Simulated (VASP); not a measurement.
# Hg (Fm-3m) in VASP: a series of runs, part 2 of 2

VASP 6.6.1. The steps go on from the part before.

## (4) Single point, PBE

This run uses another cell than the first one, of 29.01 Å³/atom, 1.060 times its volume.

File INCAR:

```
PREC = Accurate
ENCUT = 520
EDIFF = 1E-7
ISMEAR = 0
SIGMA = 0.019
LREAL = False
LASPH = True
NELM = 80
ALGO = Normal
ISIF = 2
LWAVE = False
LCHARG = False
GGA = PE
NBANDS = 12
```

File KPOINTS:

```
Automatic mesh
0
Gamma
  8 8 8
```

File POSCAR:

```
Hg
1.0
    0.0000000000      2.4388235132      2.4388235132
    2.4388235132      0.0000000000      2.4388235132
    2.4388235132      2.4388235132      0.0000000000
Hg
1
Direct
    0.0000000000      0.0000000000      0.0000000000
```

Potentials or basis: VASP PAW PBE potentials, release 64 (Hg).

Started as:

```
$ cat potpaw_PBE.64/Hg/POTCAR > POTCAR
$ mpirun -np 1 vasp_std > vasp.out
```

OUTCAR:

```text
PREC = Accurate
   ENCUT = 520
   EDIFF = 1E-7
   ISMEAR = 0
   LREAL = False
   LASPH = True
   NELM = 80
   ISIF = 2
   GGA = PE

 ion  position               nearest neighbor table
   1  0.000  0.000  0.000-

  LATTYP: Found a face centered cubic cell.
 ALAT       =     4.8776470264

  Lattice vectors:

 A1 = (   0.0000000000,   2.4388235132,   2.4388235132)
 A2 = (   2.4388235132,   0.0000000000,   2.4388235132)
 A3 = (   2.4388235132,   2.4388235132,   0.0000000000)

Analysis of symmetry for initial positions (statically):
=====================================================================
 Subroutine PRICEL returns:
 Original cell was already a primitive cell.

 Routine SETGRP: Setting up the symmetry group for a
 face centered cubic supercell.

 Subroutine GETGRP returns: Found 48 space group operations
 (whereof 48 operations were pure point group operations)
 out of a pool of 48 trial point group operations.

The static configuration has the point symmetry O_h .

Analysis of symmetry for dynamics (positions and initial velocities):
=====================================================================
 Subroutine PRICEL returns:
 Original cell was already a primitive cell.

 Routine SETGRP: Setting up the symmetry group for a
 face centered cubic supercell.

 Subroutine GETGRP returns: Found 48 space group operations
 (whereof 48 operations were pure point group operations)
 out of a pool of 48 trial point group operations.

The dynamic configuration has the point symmetry O_h .

 Subroutine INISYM returns: Found 48 space group operations
 (whereof 48 operations are pure point group operations),
 and found     1 'primitive' translations

----------------------------------------------------------------------------------------

                                     Primitive cell

  volume of cell :      29.0116

[... 112 lines left out ...]
   LHFCALC =     F    Hartree Fock is set to
   AEXX    =    0.0000 exact exchange contribution
   IVDW    =     0    specifies the selected vdW correction
   LEPSILON=     F    determine dielectric tensor
   LRPA    =     F    only Hartree local field effects (RPA)
 non-spin polarized calculation
 Gauss-broadening in eV      SIGMA  =   0.02
  energy-cutoff  :      520.00
  volume of cell :       29.01
 maximum number of plane-waves:       817
 NGX is ok and might be reduce to    28
   NGX = 13   NGY = 13   NGZ = 13

 number of electron      12.0000002 magnetization

 Free energy of the ion-electron system (eV)
  ---------------------------------------------------
  ext. energy  EPLUGINS =         0.00000000
  ---------------------------------------------------
  free energy    TOTEN  =        -0.16669461 eV

  energy without entropy =       -0.16647933  energy(sigma->0) =       -0.16658697

 E-fermi :   0.9909     XC(G=0):  -9.7342

 val. band max:        0.9775676447   @ k =  -0.3750   0.5000   0.1250
 cond. band min:       0.9971061278   @ k =   0.5000   0.5000   0.0000
 fundamental gap:      0.0195384832
 Fermi energy:         0.9908795677

 k-point     1 :       0.0000    0.0000    0.0000
  band No.  band energies     occupation
      1      -6.2176      2.00000
      2      -5.1371      2.00000
      3      -5.1371      2.00000
      4      -5.1371      2.00000
      5      -4.7263      2.00000
      6      -4.7263      2.00000
      7      14.1965      0.00000
      8      14.1965      0.00000
      9      14.1965      0.00000
     10      14.3987      0.00000
     11      18.0247      0.00000
     12      18.9186      0.00000
[... 331 lines left out ...]
 k-point    24 :      -0.3750    0.2500    0.1250
  band No.  band energies     occupation
      1      -5.4040      2.00000
      2      -5.2441      2.00000
      3      -4.8542      2.00000
      4      -4.7779      2.00000
      5      -4.3983      2.00000
      6      -0.2328      2.00000
      7       1.8239      0.00000
      8       7.6421      0.00000
      9       9.2514      0.00000
     10      14.3192      0.00000
     11      17.3285      0.00000
     12      21.3272      0.00000

 [... further k-points ...]

------------------------ aborting loop because EDIFF is reached ----------------------------------------

  FORCE on cell =-STRESS in cart. coord.  units (eV):
  Direction    XX          YY          ZZ          XY          YZ          ZX
  --------------------------------------------------------------------------------------
  -------------------------------------------------------------------------------------
  Total        0.1466335      0.1466335      0.1466335     -0.0000000     -0.0000000      0.0000000
  in kB        8.0979049      8.0979049      8.0979049     -0.0000000     -0.0000000      0.0000000
  external PRESSURE =       8.0979049 kB  Pullay stress =       0.0000000 kB

 VOLUME and BASIS-vectors are now :
 -----------------------------------------------------------------------------
  energy-cutoff  :      520.00
  volume of cell :       29.01
      direct lattice vectors                 reciprocal lattice vectors
     0.000000000  2.438823513  2.438823513    -0.205016885  0.205016885  0.205016885
     2.438823513  0.000000000  2.438823513     0.205016885 -0.205016885  0.205016885
     2.438823513  2.438823513  0.000000000     0.205016885  0.205016885 -0.205016885

 POSITION                                       TOTAL-FORCE (eV/Angst)
 -----------------------------------------------------------------------------------
      0.00000      0.00000      0.00000         0.000000      0.000000      0.000000
 -----------------------------------------------------------------------------------
    total drift:                               -0.000000     -0.000000     -0.000000

  FREE ENERGIE OF THE ION-ELECTRON SYSTEM (eV)
  ---------------------------------------------------
  free  energy   TOTEN  =        -0.1666946114 eV

  energy  without entropy=       -0.1664793313  energy(sigma->0) =       -0.16658697
```

OSZICAR:

```text
N       E                     dE             d eps       ncg     rms          rms(c)
DAV:   1     0.718085796923E+02    0.71809E+02   -0.64034E+03   720   0.939E+02
DAV:   2     0.111674563913E+01   -0.70692E+02   -0.64666E+02   736   0.220E+02
DAV:   3    -0.178184786994E+00   -0.12949E+01   -0.12940E+01   856   0.331E+01
DAV:   4    -0.179413528563E+00   -0.12287E-02   -0.12287E-02   788   0.109E+00
DAV:   5    -0.179415515002E+00   -0.19864E-05   -0.19864E-05   860   0.416E-02    0.180E+00
DAV:   6    -0.167084334302E+00    0.12331E-01   -0.32023E-02   812   0.197E+00    0.144E+00
DAV:   7    -0.166525242831E+00    0.55909E-03   -0.43071E-03   812   0.617E-01    0.689E-01
DAV:   8    -0.166671608337E+00   -0.14637E-03   -0.51422E-04   772   0.267E-01    0.244E-02
DAV:   9    -0.166691605431E+00   -0.19997E-04   -0.13597E-05   804   0.316E-02    0.805E-03
DAV:  10    -0.166694654117E+00   -0.30487E-05   -0.37279E-06   788   0.188E-02    0.842E-04
DAV:  11    -0.166694611369E+00    0.42748E-07   -0.22527E-08   628   0.970E-04
   1 F= -.16669461E+00 E0= -.16658697E+00  d E =-.215280E-03
```

It took 19 s on 1 thread of Intel Xeon 8259CL, shared host; peak memory 0.16 GiB.

Results:

- Free energy: -0.1667 eV
- Pressure: 0.8 GPa
- Band gap on the k mesh: zero (band 6 reaches 1.00 eV, above the bottom of band 7 at 0.53 eV)

Caveat: spin-orbit coupling is left out, which moves the levels of the heavy elements.

## (5) Single point, PBE

This run uses another cell than the first one, of 30.38 Å³/atom, 1.110 times its volume.

File INCAR:

```
SYSTEM = Hg
  PREC = Accurate
  ENCUT = 520
  EDIFF = 1E-7
  ISMEAR = 0
  SIGMA = 0.1
  LREAL = .FALSE.
  LASPH = .TRUE.
  NELM = 80
  ALGO = Fast
  ISIF = 2
  LWAVE = .FALSE.
  LCHARG = .TRUE.
  GGA = PE
  LELF = .TRUE.
  LVHAR = .TRUE.
  NBANDS = 12
```

File KPOINTS:

```
regular mesh
0
G
  8 8 8
  0 0 0
```

File POSCAR:

```
Hg
1.0
    0.0000000000      2.4765821857      2.4765821857
    2.4765821857      0.0000000000      2.4765821857
    2.4765821857      2.4765821857      0.0000000000
Hg
1
Direct
    0.0000000000      0.0000000000      0.0000000000
```

Potentials or basis: VASP PAW PBE potentials, release 64 (Hg).

Started as:

```
$ cat potpaw_PBE.64/Hg/POTCAR > POTCAR
$ mpirun -np 1 vasp_std > vasp.out
```

OUTCAR:

```text
SYSTEM = Hg
   PREC = Accurate
   ENCUT = 520
   EDIFF = 1E-7
   ISMEAR = 0
   LREAL = .FALSE.
   LASPH = .TRUE.
   NELM = 80
   ISIF = 2
   GGA = PE

 ion  position               nearest neighbor table
   1  0.000  0.000  0.000-

  LATTYP: Found a face centered cubic cell.
 ALAT       =     4.9531643714

  Lattice vectors:

 A1 = (   0.0000000000,   2.4765821857,   2.4765821857)
 A2 = (   2.4765821857,   0.0000000000,   2.4765821857)
 A3 = (   2.4765821857,   2.4765821857,   0.0000000000)

Analysis of symmetry for initial positions (statically):
=====================================================================
 Subroutine PRICEL returns:
 Original cell was already a primitive cell.

 Routine SETGRP: Setting up the symmetry group for a
 face centered cubic supercell.

 Subroutine GETGRP returns: Found 48 space group operations
 (whereof 48 operations were pure point group operations)
 out of a pool of 48 trial point group operations.

The static configuration has the point symmetry O_h .

Analysis of symmetry for dynamics (positions and initial velocities):
=====================================================================
 Subroutine PRICEL returns:
 Original cell was already a primitive cell.

 Routine SETGRP: Setting up the symmetry group for a
 face centered cubic supercell.

 Subroutine GETGRP returns: Found 48 space group operations
 (whereof 48 operations were pure point group operations)
 out of a pool of 48 trial point group operations.

The dynamic configuration has the point symmetry O_h .

 Subroutine INISYM returns: Found 48 space group operations
 (whereof 48 operations are pure point group operations),
 and found     1 'primitive' translations

----------------------------------------------------------------------------------------

                                     Primitive cell

  volume of cell :      30.3800

  direct lattice vectors                    reciprocal lattice vectors
     0.000000000  2.476582186  2.476582186    -0.201891140  0.201891140  0.201891140
     2.476582186  0.000000000  2.476582186     0.201891140 -0.201891140  0.201891140
     2.476582186  2.476582186  0.000000000     0.201891140  0.201891140 -0.201891140

  length of vectors
     3.502416115  3.502416115  3.502416115     0.349685712  0.349685712  0.349685712

  position of ions in fractional coordinates (direct lattice)
     0.000000000  0.000000000  0.000000000

  ion indices of the primitive-cell ions
   primitive index   ion index
                 1           1

----------------------------------------------------------------------------------------

 KPOINTS: regular mesh

Automatic generation of k-mesh.
 Grid dimensions read from file:
 generate k-points for:    8    8    8

 Generating k-lattice:

  Cartesian coordinates                     Fractional coordinates (reciprocal lattice)
    -0.025236392  0.025236392  0.025236392     0.125000000  0.000000000  0.000000000
     0.025236392 -0.025236392  0.025236392     0.000000000  0.125000000  0.000000000
     0.025236392  0.025236392 -0.025236392     0.000000000  0.000000000  0.125000000

  Length of vectors
     0.043710714  0.043710714  0.043710714

  Shift w.r.t. Gamma in fractional coordinates (k-lattice)
     0.000000000  0.000000000  0.000000000

 Subroutine IBZKPT returns following result:
 ===========================================

 Found     29 irreducible k-points:

 Following reciprocal coordinates:
            Coordinates               Weight
  0.000000  0.000000  0.000000      1.000000
  0.125000  0.000000  0.000000      8.000000
  0.250000  0.000000  0.000000      8.000000
  0.375000  0.000000  0.000000      8.000000
  0.500000  0.000000  0.000000      4.000000
  0.125000  0.125000  0.000000      6.000000
[... 16 lines left out ...]
  0.500000  0.250000  0.125000     48.000000
 -0.375000  0.250000  0.125000     24.000000
 [... further k-points ...]
   k-points           NKPTS =     29   k-points in BZ     NKDIM =     29   number of bands    NBANDS=     12
   number of dos      NEDOS =    301   number of ions     NIONS =      1
   total plane-waves  NPLWV =  21952
   dimension x,y,z NGX =    28 NGY =   28 NGZ =   28
   dimension x,y,z NGXF=    56 NGYF=   56 NGZF=   56
   ions per type =               1
   NGX,Y,Z   is equivalent  to a cutoff of  13.29, 13.29, 13.29 a.u.
   NGXF,Y,Z  is equivalent  to a cutoff of  26.58, 26.58, 26.58 a.u.
 SYSTEM =  Hg
   PREC   = accura    normal or accurate (medium, high low for compatibility)
   ISTART =      0    job   : 0-new  1-cont  2-samecut
   ICHARG =      2    charge: 1-file 2-atom 10-const
   ISPIN  =      1    spin polarized calculation?
   LNONCOLLINEAR =      F non collinear calculations
   LSORBIT =      F    spin-orbit coupling
   LASPH  =      T    aspherical Exc in radial PAW
   ENCUT  =  520.0 eV  38.22 Ry    6.18 a.u.   6.51  6.51  6.51*2*pi/ulx,y,z
   NELM   =     80;   NELMIN=  2; NELMDL= -5     # of ELM steps
   EDIFF  = 0.1E-06   stopping-criterion for ELM
   LREAL  =      F    real-space projection
   EDIFFG = 0.1E-05   stopping-criterion for IOM
   NSW    =      0    number of steps for IOM
   IBRION =     -1    ionic relax: 0-MD 1-quasi-New 2-CG
   NFREE  =      0    steps in history (QN), initial steepest desc. (CG)
   ISIF   =      2    stress and relaxation
   ISYM   =      2    0-nonsym 1-usesym 2-fastsym
   POTIM  = 0.5000    time-step for ionic-motion
   TEBEG  =    0.0;   TEEND  =   0.0 temperature during run
   PSTRESS=    0.0 pullay stress
   NELECT =      12.0000    total number of electrons
   NUPDOWN=      -1.0000    fix difference up-down
   EMIN   =  10.00;   EMAX   =-10.00  energy-range for DOS
   EFERMI =   0.00;   METHOD = LEGACY
   ISMEAR =     0;   SIGMA  =   0.10  broadening in eV -4-tet -1-fermi 0-gaus
   EFERMI_NEDOS =   21; number of points for ismear=-14 and -15
   IALGO  =     68    algorithm
   IMIX   =      4    mixing-type and parameters
     AMIX     =   0.40;   BMIX     =  1.00
     AMIX_MAG =   1.60;   BMIX_MAG =  1.00
  volume/ion in A,a.u.               =      30.38       205.01
  Fermi-wavevector in a.u.,A,eV,Ry     =   1.201174  2.269889 19.630736  1.442818
  Thomas-Fermi vector in A             =   2.336990
   LORBIT       =      0    0 simple, 1 ext, 2 COOP (PROOUT), +10 PAW based schemes
   GGA     = PE    functional components
   LHFCALC =     F    Hartree Fock is set to
   AEXX    =    0.0000 exact exchange contribution
   IVDW    =     0    specifies the selected vdW correction
   LEPSILON=     F    determine dielectric tensor
   LRPA    =     F    only Hartree local field effects (RPA)
 non-spin polarized calculation
 RMM-DIIS sequential band-by-band and
 Gauss-broadening in eV      SIGMA  =   0.10
  energy-cutoff  :      520.00
  volume of cell :       30.38
 maximum number of plane-waves:       869
 NGX is ok and might be reduce to    28
   NGX = 13   NGY = 13   NGZ = 13

 number of electron      11.9999998 magnetization

 Free energy of the ion-electron system (eV)
  ---------------------------------------------------
  ext. energy  EPLUGINS =         0.00000000
  ---------------------------------------------------
  free energy    TOTEN  =        -0.17273329 eV

  energy without entropy =       -0.17116109  energy(sigma->0) =       -0.17194719

 E-fermi :   0.6196     XC(G=0):  -9.4955

 val. band max:        0.5701561935   @ k =   0.5000   0.5000   0.0000
 cond. band min:       1.2673626542   @ k =   0.5000   0.1250   0.0000
 fundamental gap:      0.6972064607
 Fermi energy:         0.6195542015

 k-point     1 :       0.0000    0.0000    0.0000
  band No.  band energies     occupation
      1      -6.1983      2.00000
      2      -5.3197      2.00000
      3      -5.3197      2.00000
      4      -5.3197      2.00000
      5      -4.9488      2.00000
      6      -4.9488      2.00000
      7      13.5079      0.00000
      8      13.5079      0.00000
      9      13.5079      0.00000
     10      13.9969      0.00000
     11      17.2449      0.00000
     12      18.1547      0.00000
[... 331 lines left out ...]
 k-point    24 :      -0.3750    0.2500    0.1250
  band No.  band energies     occupation
      1      -5.5468      2.00000
      2      -5.4119      2.00000
      3      -5.0608      2.00000
      4      -4.9841      2.00000
      5      -4.6501      2.00000
      6      -0.5757      2.00000
      7       1.6287      0.00000
      8       7.1689      0.00000
      9       8.7781      0.00000
     10      13.7723      0.00000
     11      16.6103      0.00000
     12      20.5821      0.00000

 [... further k-points ...]

------------------------ aborting loop because EDIFF is reached ----------------------------------------

  FORCE on cell =-STRESS in cart. coord.  units (eV):
  Direction    XX          YY          ZZ          XY          YZ          ZX
  --------------------------------------------------------------------------------------
  -------------------------------------------------------------------------------------
  Total        0.0376308      0.0376308      0.0376308      0.0000000      0.0000000      0.0000000
  in kB        1.9845681      1.9845681      1.9845681      0.0000000      0.0000000      0.0000000
  external PRESSURE =       1.9845681 kB  Pullay stress =       0.0000000 kB

 VOLUME and BASIS-vectors are now :
 -----------------------------------------------------------------------------
  energy-cutoff  :      520.00
  volume of cell :       30.38
      direct lattice vectors                 reciprocal lattice vectors
     0.000000000  2.476582186  2.476582186    -0.201891140  0.201891140  0.201891140
     2.476582186  0.000000000  2.476582186     0.201891140 -0.201891140  0.201891140
     2.476582186  2.476582186  0.000000000     0.201891140  0.201891140 -0.201891140

 POSITION                                       TOTAL-FORCE (eV/Angst)
 -----------------------------------------------------------------------------------
      0.00000      0.00000      0.00000         0.000000      0.000000     -0.000000
 -----------------------------------------------------------------------------------
    total drift:                               -0.000000     -0.000000     -0.000000

  FREE ENERGIE OF THE ION-ELECTRON SYSTEM (eV)
  ---------------------------------------------------
  free  energy   TOTEN  =        -0.1727332922 eV

  energy  without entropy=       -0.1711610867  energy(sigma->0) =       -0.17194719
```

Wall time 22 s (1 thread of Intel Xeon 8259CL, shared host); peak memory 0.15 GiB.

Results:

```yaml
Free_energy: -0.1727 eV
Pressure: 0.2 GPa
Band_gap_on_the_k_mesh: zero (band 6 reaches 0.57 eV, above the bottom of band 7 at 0.41 eV)
```

Caveat: spin-orbit coupling is left out, which moves the levels of the heavy elements.

## (6) The runs side by side

```tsv
cell	smearing	gap on the mesh (eV)	pressure (GPa)
a = 3.383 Å, angles 60.0°, 1 atom	gaussian 0.1 eV	none	1.9
a = 3.383 Å, angles 60.0°, 1 atom	methfessel-paxton 0.1 eV	none	2.0
a = 3.449 Å, angles 60.0°, 1 atom	gaussian 0.019 eV	none	0.8
a = 3.502 Å, angles 60.0°, 1 atom	gaussian 0.1 eV	none	0.2
```

Alike in all rows: task single point; level PBE; potentials or basis VASP PAW PBE potentials, release 64 (Hg); no spin polarisation; k mesh 8 × 8 × 8; cutoff (eV) 520.

Caveats: spin-orbit coupling is left out, which moves the levels of the heavy elements.

Total energies depend on the potentials used, so only differences within one code and one set of settings carry meaning.
